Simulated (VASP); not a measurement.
# BP in VASP: further runs

BP is run at these levels: PBE; tasks: single point.

Program: VASP 6.6.1. These are calculated values, not measurements. Logs are shortened: lines on timing, memory, paths and dates and some standing lists are left out, and cuts for length are marked.

**1. The cell of the first run**

The cell holds a wire with vacuum, 2 atoms: a = 9.800 Å, b = 9.300 Å, c = 3.191 Å, α = 90.00°, β = 90.00°, γ = 90.00°.

**2. Single point, PBE, collinear spin, ferromagnetic start**

INCAR

```
ALGO     = Normal         # electronic algorithm
EDIFF    = 1E-7           # SCF threshold, eV
ENCUT    = 520            # plane-wave cutoff, eV
GGA      = PE             # functional
ISIF     = 2              # what is computed and relaxed
ISMEAR   = 0              # smearing method
ISPIN    = 2              # spin polarisation
LASPH    = True           # aspherical terms in the spheres
LCHARG   = False          # write CHGCAR
LORBIT   = 11             # projections on sites
LREAL    = False          # projectors in reciprocal space
LWAVE    = False          # write WAVECAR
MAGMOM   = 0.5 0.5        # initial moments
NBANDS   = 15             # bands
NELM     = 150            # most SCF steps
PREC     = Accurate       # precision mode
SIGMA    = 0.05           # smearing width, eV
```

KPOINTS

```
k-points
0
Gamma
  1 1 20
```

POSCAR

```
BP
1.0
    9.8000000000      0.0000000000      0.0000000000
    0.0000000000      9.3000000000      0.0000000000
    0.0000000000      0.0000000000      3.1905468276
B P
1 1
Direct
    0.4593042496      0.5000000000      0.0000000000
    0.5406957504      0.5000000000      0.5000000000
```

Potentials or basis: VASP PAW PBE potentials, release 64 (B, P).

Started as:

```bash
$ cat potpaw_PBE.64/B/POTCAR potpaw_PBE.64/P/POTCAR > POTCAR
$ mpirun -np 1 vasp_std > vasp.out
```

OUTCAR:

```text
EDIFF = 1E-7
   ENCUT = 520
   GGA = PE
   ISIF = 2
   ISMEAR = 0
   ISPIN = 2
   LASPH = True
   LORBIT = 11
   LREAL = False
   NELM = 150
   PREC = Accurate

 ion  position               nearest neighbor table
   1  0.459  0.500  0.000-   2 1.78   2 1.78
   2  0.541  0.500  0.500-   1 1.78   1 1.78

  LATTYP: Found a simple orthorhombic cell.
 ALAT       =     3.1905468276
 B/A-ratio  =     2.9148608381
 C/A-ratio  =     3.0715737864

  Lattice vectors:

 A1 = (   0.0000000000,   0.0000000000,  -3.1905468276)
 A2 = (   0.0000000000,   9.3000000000,   0.0000000000)
 A3 = (   9.8000000000,   0.0000000000,   0.0000000000)

Analysis of symmetry for initial positions (statically):
=====================================================================
 Subroutine PRICEL returns:
 Original cell was already a primitive cell.

 Routine SETGRP: Setting up the symmetry group for a
 simple orthorhombic supercell.

 Subroutine GETGRP returns: Found  4 space group operations
 (whereof  4 operations were pure point group operations)
 out of a pool of  8 trial point group operations.

The static configuration has the point symmetry C_2v.

Analysis of symmetry for dynamics (positions and initial velocities):
=====================================================================
 Subroutine PRICEL returns:
 Original cell was already a primitive cell.

 Routine SETGRP: Setting up the symmetry group for a
 simple orthorhombic supercell.

 Subroutine GETGRP returns: Found  4 space group operations
 (whereof  4 operations were pure point group operations)
 out of a pool of  8 trial point group operations.

The dynamic configuration has the point symmetry C_2v.

Analysis of structural, dynamic, and magnetic symmetry:
=====================================================================
 Subroutine PRICEL returns:
 Original cell was already a primitive cell.

 Routine SETGRP: Setting up the symmetry group for a
 simple orthorhombic supercell.

 Subroutine GETGRP returns: Found  4 space group operations
 (whereof  4 operations were pure point group operations)
 out of a pool of  8 trial point group operations.

The overall configuration has the point symmetry C_2v.

 Subroutine INISYM returns: Found  4 space group operations
 (whereof  4 operations are pure point group operations),
 and found     1 'primitive' translations

----------------------------------------------------------------------------------------

                                     Primitive cell

[... 128 lines left out ...]
 cond. band min:      -4.1433402905   @ k =   0.0000   0.0000   0.4500
 fundamental gap:      0.1716647836
 Fermi energy:        -4.1434646967

 spin component 1

 k-point     1 :       0.0000    0.0000    0.0000
  band No.  band energies     occupation
      1     -16.2312      1.00000
      2      -7.6544      1.00000
      3      -7.3027      1.00000
      4      -6.8768      1.00000
      5      -2.3347      0.00000
      6       0.0444      0.00000
      7       0.3128      0.00000
      8       0.5881      0.00000
      9       1.5401      0.00000
     10       1.7067      0.00000
     11       1.8767      0.00000
     12       2.9063      0.00000
     13       3.5204      0.00000
     14       3.5762      0.00000
[... 166 lines left out ...]
      1     -14.2099      1.00000
      2     -12.1984      1.00000
      3      -5.5546      1.00000
      4      -4.3150      1.00000
      5      -3.9959      0.00002
      6      -3.3519      0.00000
      7       2.7768      0.00000
      8       3.1240      0.00000
      9       4.2210      0.00000
     10       4.5856      0.00000
     11       4.7703      0.00000
     12       5.0488      0.00000
     13       5.0875      0.00000
     14       5.1657      0.00000
     15       5.5250      0.00000
 Fermi energy:        -4.1434646967

 spin component 2

 k-point     1 :       0.0000    0.0000    0.0000
  band No.  band energies     occupation
      1     -16.2108      1.00000
      2      -7.5087      1.00000
      3      -7.2693      1.00000
      4      -6.8576      1.00000
      5      -2.1865      0.00000
      6       0.0956      0.00000
      7       0.3771      0.00000
      8       0.6526      0.00000
      9       1.5637      0.00000
     10       1.7453      0.00000
     11       1.8934      0.00000
     12       2.9456      0.00000
     13       3.5435      0.00000
     14       3.5959      0.00000
[... 167 lines left out ...]
      2     -12.1103      1.00000
      3      -5.6044      1.00000
      4      -4.0455      0.00279
      5      -3.8635      0.00000
      6      -3.2332      0.00000
      7       2.8271      0.00000
      8       3.1406      0.00000
      9       4.2139      0.00000
     10       4.6440      0.00000
     11       4.7517      0.00000
     12       5.0445      0.00000
     13       5.1263      0.00000
     14       5.2336      0.00000
     15       5.5179      0.00000

------------------------ aborting loop because EDIFF is reached ----------------------------------------

  FORCE on cell =-STRESS in cart. coord.  units (eV):
  Direction    XX          YY          ZZ          XY          YZ          ZX
  --------------------------------------------------------------------------------------
  -------------------------------------------------------------------------------------
  Total       -0.4955214      0.0013070      0.8641979      0.0000000      0.0000000      0.0000000
  in kB       -2.7302276      0.0072011      4.7615641      0.0000000      0.0000000      0.0000000
  external PRESSURE =       0.6795126 kB  Pullay stress =       0.0000000 kB

 VOLUME and BASIS-vectors are now :
 -----------------------------------------------------------------------------
  energy-cutoff  :      520.00
  volume of cell :      290.79
      direct lattice vectors                 reciprocal lattice vectors
     9.800000000  0.000000000  0.000000000     0.102040816  0.000000000  0.000000000
     0.000000000  9.300000000  0.000000000     0.000000000  0.107526882  0.000000000
     0.000000000  0.000000000  3.190546828     0.000000000  0.000000000  0.313425897

 POSITION                                       TOTAL-FORCE (eV/Angst)
 -----------------------------------------------------------------------------------
      4.50118      4.65000      0.00000         0.617528      0.000000      0.000000
      5.29882      4.65000      1.59527        -0.617528      0.000000      0.000000
 -----------------------------------------------------------------------------------
    total drift:                               -0.000004      0.000000      0.000000

  FREE ENERGIE OF THE ION-ELECTRON SYSTEM (eV)
  ---------------------------------------------------
  free  energy   TOTEN  =        -9.8040251499 eV

  energy  without entropy=       -9.8025993975  energy(sigma->0) =       -9.80331227

 total charge

# of ion       s       p       d       tot
------------------------------------------
    1        0.763   1.040   0.000   1.804
    2        1.048   1.538   0.000   2.586
--------------------------------------------------
tot          1.812   2.578   0.000   4.390

 magnetization (x)

# of ion       s       p       d       tot
------------------------------------------
    1        0.020   0.051   0.000   0.071
    2       -0.002  -0.023   0.000  -0.025
--------------------------------------------------
tot          0.017   0.028   0.000   0.045
```

OSZICAR:

```text
N       E                     dE             d eps       ncg     rms          rms(c)
DAV:   1     0.422066860792E+02    0.42207E+02   -0.19803E+03   660   0.307E+02
DAV:   2    -0.480547366717E+01   -0.47012E+02   -0.43240E+02   992   0.664E+01
[... 19 lines left out ...]
DAV:  22    -0.980402326697E+01   -0.35624E-05   -0.22854E-07   863   0.131E-03    0.175E-04
DAV:  23    -0.980402398589E+01   -0.71892E-06   -0.27534E-08   888   0.553E-04    0.111E-04
DAV:  24    -0.980402474114E+01   -0.75525E-06   -0.32915E-08   745   0.561E-04    0.846E-05
DAV:  25    -0.980402495073E+01   -0.20959E-06   -0.71815E-09   913   0.330E-04    0.537E-05
DAV:  26    -0.980402511590E+01   -0.16517E-06   -0.55470E-09   787   0.269E-04    0.339E-05
DAV:  27    -0.980402514988E+01   -0.33974E-07   -0.13174E-09   815   0.142E-04
   1 F= -.98040251E+01 E0= -.98033123E+01  d E =-.142575E-02  mag=     0.0997
```

It took 4.8 min on 1 thread of AMD EPYC 7R13, shared host; peak memory 0.45 GiB.

What came out:

```
Free energy                                           : -9.8040 eV
Largest force                                         : 0.618 eV/Å
Net moment                                            : 0.10 μB per cell
Site moments                                          : B +0.07; P -0.03 μB
Valence electrons inside the program's atomic spheres : B 1.80; P 2.59
```

Forces in eV/Å, atoms in the order of the input:
```
B    0.618  0.000  0.000
P   -0.618  0.000  0.000
```

Levels at points of the mesh, in eV from the Fermi level:
Spin up:
```
           k point  band 2  band 3  band 4  band 5  band 6  band 7
(0.00, 0.00, 0.00)   -3.51   -3.16   -2.73    1.81    4.19    4.46
(0.00, 0.00, 0.50)   -8.05   -1.41   -0.17    0.15    0.79    6.92
```
Spin down:
| k point | band 1 | band 2 | band 3 | band 4 | band 5 | band 6 | band 7 | band 8 |
| --- | --- | --- | --- | --- | --- | --- | --- | --- |
| (0.00, 0.00, 0.00) | -12.07 | -3.37 | -3.13 | -2.71 | 1.96 | 4.24 | 4.52 | 4.80 |
| (0.00, 0.00, 0.50) | -10.09 | -7.97 | -1.46 | 0.10 | 0.28 | 0.91 | 6.97 | 7.28 |

**3. Single point, PBE, collinear spin, ferromagnetic start**

This run uses another cell than the first one, of 149.50 Å³/atom, 1.028 times its volume.

INCAR

```
SYSTEM = BP
  PREC = Accurate
  ENCUT = 520
  EDIFF = 1E-6
  ISMEAR = 0
  SIGMA = 0.05
  LREAL = .False.
  LASPH = .True.
  NELM = 150
  ALGO = Normal
  ISIF = 2
  LWAVE = .False.
  LCHARG = .False.
  ISPIN = 2
  MAGMOM = 0.5 0.5
  LORBIT = 11
  GGA = PE
  NBANDS = 15
```

KPOINTS

```
regular mesh
0
Gamma
  1 1 20
  0 0 0
```

POSCAR

```
BP
1.0
    9.8000000000      0.0000000000      0.0000000000
    0.0000000000      9.3000000000      0.0000000000
    0.0000000000      0.0000000000      3.2807214987
B P
1 1
Direct
    0.4663887316      0.5000000000      0.0000000000
    0.5336112684      0.5000000000      0.5000000000
```

Potentials or basis: VASP PAW PBE potentials, release 64 (B, P).

Started as:

```bash
$ cat potpaw_PBE.64/B/POTCAR potpaw_PBE.64/P/POTCAR > POTCAR
$ mpirun -np 1 vasp_std > vasp.out
```

Wall time 6.3 min (1 thread of AMD EPYC 7R13, shared host); peak memory 0.45 GiB.

Results (log left out):

```
Free energy                                           : -9.8581 eV
Largest force                                         : 0.019 eV/Å
Band gap on the k mesh                                : 0.06 eV, direct
Net moment                                            : 0.00 μB per cell
Site moments                                          : B +0.04; P -0.04 μB
Valence electrons inside the program's atomic spheres : B 1.81; P 2.60
```

Forces on the atoms (eV/Å):
```
B    0.019  0.000  0.000
P   -0.019  0.000  0.000
```

Levels at points of the mesh, in eV from the valence-band top:
Spin up:
| k point | band 1 | band 2 | band 3 | band 4 | band 5 | band 6 | band 7 | band 8 |
| --- | --- | --- | --- | --- | --- | --- | --- | --- |
| (0.00, 0.00, 0.00) | -12.08 | -3.93 | -3.27 | -2.74 | 2.25 | 3.70 | 4.86 | 4.87 |
| (0.00, 0.00, 0.50) | -10.32 | -8.19 | -1.17 | 0.00 | 0.06 | 0.61 | 7.02 | 7.17 |
Spin down:
```csv
k point,band 2,band 3,band 4,band 5,band 6,band 7
"(0.00, 0.00, 0.00)",-3.93,-3.22,-2.78,2.28,3.73,4.86
"(0.00, 0.00, 0.50)",-8.14,-1.23,-0.07,0.21,0.69,7.00
```

(Continued in part 2 of 2.)
